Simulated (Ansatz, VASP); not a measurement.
# One calculation of Ni, two programs

```
Ni
1.0
     2.44802    0.00000    0.00000
    -1.22401    2.12005    0.00000
     0.00000    0.00000    4.07281
Ni
2
Cartesian
  1.2240 0.7067 3.0546
  0.0000 1.4134 1.0182
```

Alike in both runs: task single point; functional PBE; k mesh 12 × 12 × 7; occupations fermi-dirac, width 0.05 eV; collinear spin; fixed moment 2.4 μB.

```csv
,VASP,Ansatz
version,VASP 6.6.1,Ansatz 0.2.0
potentials or method,"VASP PAW PBE potentials, release 64 (Ni), cutoff 600 eV","all-electron LAPW, scalar-relativistic"
```

VASP gave:

```
pressure (GPa)                                                : 13.0
traceless stress, the component that is largest in VASP (GPa) : -5.30
size of the moment on the site where the two differ most (μB) : 1.17
```

**Question.** Which values does Ansatz return?

**Answer.** Pressure (GPa): 13.1; traceless stress, the component that is largest in VASP (GPa): -5.42; size of the moment on the site where the two differ most (μB): 1.19.

Site moments also hang on the region over which each program counts them. Ansatz ran all-electron here, and VASP with PAW potentials.
